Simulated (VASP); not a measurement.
# Ga11CoAs12 (a cell with a defect) in VASP: a series of runs

The runs below take Ga11CoAs12 (a cell with a defect) through relaxation of the atoms, single point, with PBEsol+U.

All numbers are computed with VASP 6.6.1; they aren't measurements. Logs are shortened: lines on timing, memory, paths and dates and some standing lists are left out, and cuts for length are marked.

## (1) The cell of the first run

The cell holds a defect, 24 atoms: a = 11.993 Å, b = 7.996 Å, c = 7.996 Å, α = 60.00°, β = 60.00°, γ = 60.00°.

## (2) Relaxation of the atoms, PBEsol+U, collinear spin, ferromagnetic start (atoms moved at random)

INCAR reads:

```
PREC = Accurate ; ENCUT = 350
EDIFF = 1E-5 ; ISMEAR = 0
SIGMA = 0.03 ; LREAL = Auto
LASPH = T ; NELM = 120
ALGO = Normal ; ISIF = 2
LWAVE = F ; LCHARG = F
ISPIN = 2 ; MAGMOM = 1 0 0 0 0 0 0 0 0 0 0 0 0 0 0 0 0 0 0 0 0 0 0 0
LORBIT = 11 ; NUPDOWN = 1
LMAXMIX = 4 ; LDAU = T
LDAUTYPE = 2 ; LDAUL = 2 -1 -1
LDAUU = 4 0 0 ; LDAUJ = 0 0 0
LDAUPRINT = 1 ; GGA = PS
IBRION = 2 ; NSW = 60
EDIFFG = -0.03 ; NELECT = 213.0
ISYM = 0 ; KPAR = 2
```

KPOINTS reads:

```
regular mesh
0
Gamma
  2 2 2
```

POSCAR reads:

```
Ga11CoAs12
1.0
    0.0000000000      8.4805500000      8.4805500000
    5.6537000000      0.0000000000      5.6537000000
    5.6537000000      5.6537000000      0.0000000000
Co Ga As
1 11 12
Direct
    0.0032500000     -0.0023820000     -0.0057950000
   -0.0000900000      0.0087880000      0.4907150000
   -0.0046770000      0.5022550000     -0.0004800000
   -0.0019940000      0.5070700000      0.5022480000
    0.3351320000      0.0004860000     -0.0054950000
    0.3353600000     -0.0059170000      0.5034300000
    0.3324870000      0.5066740000      0.0049480000
    0.3380350000      0.4898960000      0.4998560000
    0.6696160000      0.0037630000     -0.0078020000
    0.6643590000     -0.0081110000      0.5059190000
    0.6675450000      0.5035470000     -0.0016960000
    0.6670400000      0.5015740000      0.4962830000
    0.0845220000      0.1254100000      0.1263500000
    0.0855410000      0.1258350000      0.6221760000
    0.0817380000      0.6292730000      0.1230240000
    0.0805180000      0.6287660000      0.6192970000
    0.4202970000      0.1207590000      0.1310140000
    0.4215730000      0.1250940000      0.6258800000
    0.4214100000      0.6257700000      0.1198130000
    0.4209980000      0.6244530000      0.6199610000
    0.7524390000      0.1264580000      0.1289110000
    0.7520690000      0.1301350000      0.6140990000
    0.7504640000      0.6266380000      0.1206020000
    0.7532790000      0.6312860000      0.6233650000
```

Potentials or basis: VASP PAW PBE potentials, release 64 (Co, Ga_d, As).

Command:

```
cat potpaw_PBE.64/Co/POTCAR potpaw_PBE.64/Ga_d/POTCAR potpaw_PBE.64/As/POTCAR > POTCAR
mpirun -np 4 vasp_std > vasp.out
```

OUTCAR:

```text
PREC = Accurate
   ENCUT = 350
   EDIFF = 1E-5
   ISMEAR = 0
   LREAL = Auto
   LASPH = T
   NELM = 120
   ISIF = 2
   ISPIN = 2
   LORBIT = 11
   NUPDOWN = 1
   GGA = PS
   IBRION = 2
   NSW = 60
   EDIFFG = -0.03
   NELECT = 213.0
   ISYM = 0

 ion  position               nearest neighbor table
   1  0.003  0.998  0.994-  15 2.41  14 2.43  21 2.46  13 2.49
   2  1.000  0.009  0.491-  13 2.38  22 2.43  14 2.46  16 2.48
   3  0.995  0.502  1.000-  23 2.40  13 2.46  15 2.48  16 2.48
   4  0.998  0.507  0.502-  16 2.37  24 2.40  15 2.48  14 2.49
   5  0.335  0.000  0.995-  18 2.41  19 2.45  13 2.45  17 2.51
   6  0.335  0.994  0.503-  20 2.41  17 2.43  14 2.45  18 2.50
[... 16 lines left out ...]
  23  0.750  0.627  0.121-   3 2.40  11 2.41  12 2.45   9 2.46
  24  0.753  0.631  0.623-  10 2.36   4 2.40  11 2.45  12 2.52

IMPORTANT INFORMATION: All symmetrisations will be switched off!
NOSYMM: (Re-)initialisation of all symmetry stuff for point group C_1.

----------------------------------------------------------------------------------------

                                     Primitive cell

  volume of cell :     542.1501

  direct lattice vectors                    reciprocal lattice vectors
     0.000000000  8.480550000  8.480550000    -0.058958440  0.058958440  0.058958440
     5.653700000  0.000000000  5.653700000     0.088437660 -0.088437660  0.088437660
     5.653700000  5.653700000  0.000000000     0.088437660  0.088437660 -0.088437660

  length of vectors
    11.993308826  7.995539218  7.995539218     0.102119014  0.153178521  0.153178521

  position of ions in fractional coordinates (direct lattice)
     0.003250000  0.997618000  0.994205000
     0.999910000  0.008788000  0.490715000
     0.995323000  0.502255000  0.999520000
     0.998006000  0.507070000  0.502248000
     0.335132000  0.000486000  0.994505000
     0.335360000  0.994083000  0.503430000
[... 16 lines left out ...]
     0.750464000  0.626638000  0.120602000
     0.753279000  0.631286000  0.623365000

  ion indices of the primitive-cell ions
   primitive index   ion index
                 1           1
                 2           2
                 3           3
                 4           4
                 5           5
                 6           6
[... 16 lines left out ...]
                23          23
                24          24

----------------------------------------------------------------------------------------
[... 422 lines left out ...]
  o =  0.8697  v =  0.0000  0.0000  0.0000  0.0000  0.0000  0.7050 -0.0266 -0.0395 -0.7072 -0.0245      0.0000  0.0000  0.0000  0.0000  0.0000  0.0000  0.0000  0.0000  0.0000  0.0000
  o =  0.8952  v =  0.0000  0.0000  0.0000  0.0000  0.0000 -0.0086  0.3447  0.5059 -0.0223 -0.7904      0.0000  0.0000  0.0000  0.0000  0.0000  0.0000  0.0000  0.0000  0.0000  0.0000
  o =  0.8983  v =  0.0000  0.0000  0.0000  0.0000  0.0000 -0.0376  0.0182 -0.8446  0.0274 -0.5330      0.0000  0.0000  0.0000  0.0000  0.0000  0.0000  0.0000  0.0000  0.0000  0.0000
  o =  0.9052  v = -0.3869 -0.8396 -0.1057 -0.3198  0.1788  0.0000  0.0000  0.0000  0.0000  0.0000      0.0000  0.0000  0.0000  0.0000  0.0000  0.0000  0.0000  0.0000  0.0000  0.0000
  o =  0.9199  v =  0.2393  0.0344 -0.4642  0.2320  0.8199  0.0000  0.0000  0.0000  0.0000  0.0000      0.0000  0.0000  0.0000  0.0000  0.0000  0.0000  0.0000  0.0000  0.0000  0.0000
  o =  0.9211  v = -0.0098 -0.0104  0.8715  0.0249  0.4896  0.0000  0.0000  0.0000  0.0000  0.0000      0.0000  0.0000  0.0000  0.0000  0.0000  0.0000  0.0000  0.0000  0.0000  0.0000
  o =  0.9312  v = -0.5572  0.5400 -0.1162 -0.5732  0.2363  0.0000  0.0000  0.0000  0.0000  0.0000      0.0000  0.0000  0.0000  0.0000  0.0000  0.0000  0.0000  0.0000  0.0000  0.0000

--------------------------------------- Ionic step       18  -------------------------------------------

 number of electron     212.9999976 magnetization       1.0000000

 Free energy of the ion-electron system (eV)
  ---------------------------------------------------
  ext. energy  EPLUGINS =         0.00000000
  ---------------------------------------------------
  free energy    TOTEN  =      -104.10471599 eV

  energy without entropy =     -104.10219193  energy(sigma->0) =     -104.10345396

 E-fermi :   4.4725     XC(G=0):  -9.7875

 val. band max:        4.4338246259   @ k =   0.5000   0.0000   0.0000
 cond. band min:       3.8450189415   @ k =   0.0000   0.5000   0.0000
 fundamental gap:     -0.5888056843
 Fermi energy:         3.8385067674

 spin component 1

 k-point     1 :       0.0000    0.0000    0.0000
  band No.  band energies     occupation
      1     -11.1372      1.00000
      2     -11.1283      1.00000
      3     -11.1265      1.00000
      4     -11.1043      1.00000
      5     -11.1031      1.00000
      6     -11.0989      1.00000
[... 957 lines left out ...]
    117       6.6122      0.00000
    118       7.1807      0.00000
 Fermi energy:         4.4724517315

 spin component 2

 k-point     1 :       0.0000    0.0000    0.0000
  band No.  band energies     occupation
      1     -11.1399      1.00000
      2     -11.1310      1.00000
      3     -11.1289      1.00000
      4     -11.1081      1.00000
      5     -11.1060      1.00000
      6     -11.1022      1.00000
[... 957 lines left out ...]
    117       6.9741      0.00000
    118       7.2922      0.00000
 [bands above 118 left out]

------------------------ aborting loop because EDIFF is reached ----------------------------------------

  FORCE on cell =-STRESS in cart. coord.  units (eV):
  Direction    XX          YY          ZZ          XY          YZ          ZX
  --------------------------------------------------------------------------------------
  -------------------------------------------------------------------------------------
  Total        7.5984733      7.7398369      7.8246549      0.6563483     -0.8037327      0.7462617
  in kB       22.4552239     22.8729855     23.1236423      1.9396591     -2.3752136      2.2053736
  external PRESSURE =      22.8172839 kB  Pullay stress =       0.0000000 kB
[... 39 lines left out ...]
  FREE ENERGIE OF THE ION-ELECTRON SYSTEM (eV)
  ---------------------------------------------------
  free  energy   TOTEN  =      -104.1047159932 eV

  energy  without entropy=     -104.1021919333  energy(sigma->0) =     -104.10345396

 reached required accuracy - stopping structural energy minimisation

 total charge

# of ion       s       p       d       tot
------------------------------------------
    1        0.420   0.427   7.390   8.237
    2        0.890   0.801   9.990  11.680
    3        0.889   0.802   9.990  11.681
    4        0.894   0.800   9.992  11.686
    5        0.887   0.810   9.992  11.689
    6        0.885   0.812   9.992  11.688
[... 16 lines left out ...]
   23        1.211   1.602   0.030   2.843
   24        1.213   1.602   0.030   2.844
--------------------------------------------------
tot         24.750  28.428 117.693 170.871

 magnetization (x)

# of ion       s       p       d       tot
------------------------------------------
    1        0.014   0.006   1.558   1.578
    2       -0.001  -0.005  -0.003  -0.009
    3       -0.001  -0.005  -0.002  -0.008
    4       -0.006  -0.008  -0.005  -0.019
    5        0.001   0.001  -0.001   0.001
    6       -0.001   0.003  -0.002   0.000
[... 16 lines left out ...]
   23       -0.004  -0.007  -0.000  -0.011
   24       -0.006  -0.007  -0.000  -0.013
--------------------------------------------------
tot         -0.060  -0.324   1.542   1.158
```

CONTCAR:

```text
Ga11CoAs12
   1.00000000000000
     0.0000000000000000    8.4805499999999991    8.4805499999999991
     5.6536999999999997    0.0000000000000000    5.6536999999999997
     5.6536999999999997    5.6536999999999997    0.0000000000000000
  Co              Ga              As
     1    11    12
Direct
     0.0066925719835698    0.9937141185467731    0.9894075178121383
     0.0036149405823148    0.0067941455452569    0.4913116812925748
     0.0033673344709242    0.4960509051048852    0.0021427881071661
     0.0017799837581386    0.5010082665105793    0.4973441884264218
     0.3276748809062568    0.0058569081989590    0.0042469272995551
     0.3315651927990914    0.0029943060310894    0.4994590477142880
[... 16 lines left out ...]
     0.7517734121089140    0.6279857925880502    0.1206706644783203
     0.7509015174744506    0.6267756052134359    0.6244545616769117

  0.00000000E+00  0.00000000E+00  0.00000000E+00
  0.00000000E+00  0.00000000E+00  0.00000000E+00
  0.00000000E+00  0.00000000E+00  0.00000000E+00
  0.00000000E+00  0.00000000E+00  0.00000000E+00
  0.00000000E+00  0.00000000E+00  0.00000000E+00
  0.00000000E+00  0.00000000E+00  0.00000000E+00
[... 16 lines left out ...]
  0.00000000E+00  0.00000000E+00  0.00000000E+00
  0.00000000E+00  0.00000000E+00  0.00000000E+00
```

Wall time 1.6 h (4 MPI ranks of Intel Xeon Platinum 8488C (Sapphire Rapids), shared host); peak memory 0.54 GiB.

What came out:

```yaml
Free_energy: -104.1047 eV
Energy_gained_by_relaxing: 23.2 meV/atom
Ionic_steps: 18
Largest_force_after_relaxing: 0.027 eV/Å
Net_moment: 1.00 μB per cell
Site_moments: Co +1.58; Ga -0.01, -0.02, +0.00, -0.00 (each value once); As -0.05, -0.09, -0.08, -0.01, -0.03 (each value once) μB
Valence_electrons_inside_the_program's_atomic_spheres: Co 8.24; Ga 11.68, 11.69 (each value once); As 2.83, 2.84, 2.85 (each value once)
```

Forces in eV/Å, atoms in the order of the input:
```
Co  -0.012 -0.008 -0.003
Ga   0.002  0.003  0.005
Ga   0.007  0.020 -0.001
Ga  -0.016 -0.009  0.005
Ga  -0.026 -0.001 -0.003
Ga   0.019  0.009 -0.002
Ga   0.008 -0.013  0.004
Ga   0.008 -0.006  0.004
Ga  -0.015  0.021 -0.001
Ga   0.012 -0.007  0.005
Ga   0.001  0.002  0.000
Ga   0.012  0.002 -0.003
As  -0.006  0.000 -0.018
As  -0.027  0.002  0.000
As   0.000  0.014 -0.003
As   0.008  0.008  0.006
As   0.002 -0.009  0.008
As  -0.014 -0.008  0.008
As  -0.007 -0.002 -0.001
As   0.017 -0.002  0.010
As   0.011  0.002 -0.005
As  -0.001 -0.011 -0.008
As   0.007  0.000 -0.008
As   0.011 -0.009 -0.001
```

Step by step:
```
step  energy change (eV)  largest force (eV/Å)  pressure (GPa)
   1              0.0000                1.1812            2.67
   2             -0.4097                0.6263            2.41
   3             -0.4734                0.5169            2.37
   4             -0.5274                0.2818            2.34
   5             -0.5410                0.1645            2.31
   6             -0.5413                0.1660            2.29
   7             -0.5484                0.1123            2.30
   8             -0.5495                0.0888            2.30
   9             -0.5484                0.1205            2.30
  10             -0.5498                0.0937            2.30
  11             -0.5527                0.0410            2.28
  12             -0.5535                0.0632            2.25
  13             -0.5551                0.0322            2.30
  14             -0.5557                0.0342            2.27
  15             -0.5558                0.0599            2.29
  16             -0.5559                0.0513            2.31
  17             -0.5570                0.0302            2.27
  18             -0.5572                0.0268            2.28
```

Final structure:
```
CELL_PARAMETERS angstrom
0.00000 8.48055 8.48055
5.65370 0.00000 5.65370
5.65370 5.65370 0.00000
ATOMIC_POSITIONS crystal
Co 0.00669 0.99371 0.98941
Ga 0.00362 0.00679 0.49131
Ga 0.00337 0.49605 0.00214
Ga 0.00178 0.50101 0.49734
Ga 0.32767 0.00586 0.00425
Ga 0.33157 0.00299 0.49946
Ga 0.33113 0.50067 0.00291
Ga 0.33342 0.50041 0.49979
Ga 0.67000 0.00578 0.00071
Ga 0.66802 0.00451 0.49148
Ga 0.66757 0.49458 0.00245
Ga 0.66912 0.50099 0.49661
As 0.07900 0.12113 0.11624
As 0.08234 0.12551 0.63122
As 0.08193 0.63509 0.12183
As 0.08298 0.62881 0.62447
As 0.41956 0.12470 0.12345
As 0.41697 0.12466 0.62692
As 0.41661 0.62839 0.12401
As 0.41781 0.62538 0.62499
As 0.76501 0.12073 0.11736
As 0.75207 0.12501 0.62314
As 0.75177 0.62799 0.12067
As 0.75090 0.62678 0.62445
```

Eigenvalues of the final occupation matrices:
| site | spin | trace | eigenvalues |
| --- | --- | --- | --- |
| site 1 d | 1 | 4.49 | 0.81 0.91 0.92 0.92 0.93 |
| site 1 d | 2 | 2.93 | 0.13 0.14 0.87 0.90 0.90 |

Caveat: the k points lie up to 0.48 Å⁻¹ apart; the cell differs from its parent crystal (atoms moved at random); the cell is charged against a uniform background, so pressure and absolute levels hang on convention; the cutoff is under 1.25 times the usual one of these potentials, so pressure, stress and relaxed cells hold a basis-set (Pulay) error; the PAW data sets were made with another functional, which shifts forces and pressure a little; the total moment is fixed, so each spin has its own Fermi level; the U is typed as a test and isn't derived for this compound. The state reached can hang on the start; a lower one may exist.

[end of part 1 of 2]
